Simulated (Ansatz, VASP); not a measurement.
**Pt in VASP and in Ansatz**

```
CELL_PARAMETERS angstrom
-2.48197 2.48197 1.33567
2.48197 -2.48197 1.33567
2.48197 2.48197 -1.33567
ATOMIC_POSITIONS crystal
Pt 0.00000 0.00000 0.00000
Pt 0.75000 0.25000 0.50000
```

Alike in both runs: functional PBEsol; k mesh 24 × 24 × 24; occupations gaussian, width 0.1 eV; no spin polarisation.

Ansatz relaxed the structure, and its values are those at the end. VASP's run is a single point on that final structure, the one shown.

```csv
,VASP,Ansatz
version,VASP 6.6.1,Ansatz 0.2.0
potentials or method,"VASP PAW PBE potentials, release 64 (Pt), cutoff 520 eV","scalar-relativistic, plane waves, PAW"
valence electrons in the cell,20,36
```

```tsv
	VASP	Ansatz	Ansatz less VASP
gap on the k mesh at the Fermi level (eV)	none	none	-
pressure (GPa)	-0.4	0.0	+0.43
```

VASP's potentials were made for PBE, not for PBEsol. A gap of «none» marks a metal or a gap that the smearing closes. VASP's potentials hold 20 valence electrons a cell and Ansatz's 36, so a difference there can come from the potentials and not from the codes.

Spin-orbit coupling is off throughout.
